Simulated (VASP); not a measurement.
Write the native input for VASP 6.6.1 that does the following.

| Quantity | Value |
| --- | --- |
| Task | single point |
| Functional | PBE |
| Potentials or basis | VASP PAW PBE potentials, release 64 (Cu) |
| Cutoff | 520 eV |
| k mesh | 20 × 20 × 20 |
| Occupations | gaussian, width 0.1 eV |
| Spin | no spin polarisation |
| Dipole correction | no |
| Further INCAR settings | ALGO = Normal; EDIFF = 1e-06; NBANDS = 12 |

The structure of Cu lies in POSCAR:

```
Cu
1.0
    0.0000000000      1.8075000000      1.8075000000
    1.8075000000      0.0000000000      1.8075000000
    1.8075000000      1.8075000000      0.0000000000
Cu
1
Direct
    0.0000000000      0.0000000000      0.0000000000
```

The input as run:

INCAR

```
PREC = Accurate
ENCUT = 520
EDIFF = 1E-6
ISMEAR = 0
SIGMA = 0.1
LREAL = False
LASPH = True
NELM = 60
ALGO = Normal
ISIF = 2
LWAVE = False
LCHARG = False
GGA = PE
NBANDS = 12
```

KPOINTS

```
regular mesh
0
Gamma
  20 20 20
```

Potentials or basis: VASP PAW PBE potentials, release 64 (Cu).

The run is started by

```console
$ cat potpaw_PBE.64/Cu/POTCAR > POTCAR
$ mpirun -np 1 vasp_std > vasp.out
```

It gave:

```yaml
Pressure: 2.3 GPa
```

It took 43 s on 1 thread of Intel(R) Xeon(R) Platinum 8259CL CPU @ 2.50GHz (Skylake/Cascade Lake), on a shared host, peak memory 0.15 GiB.
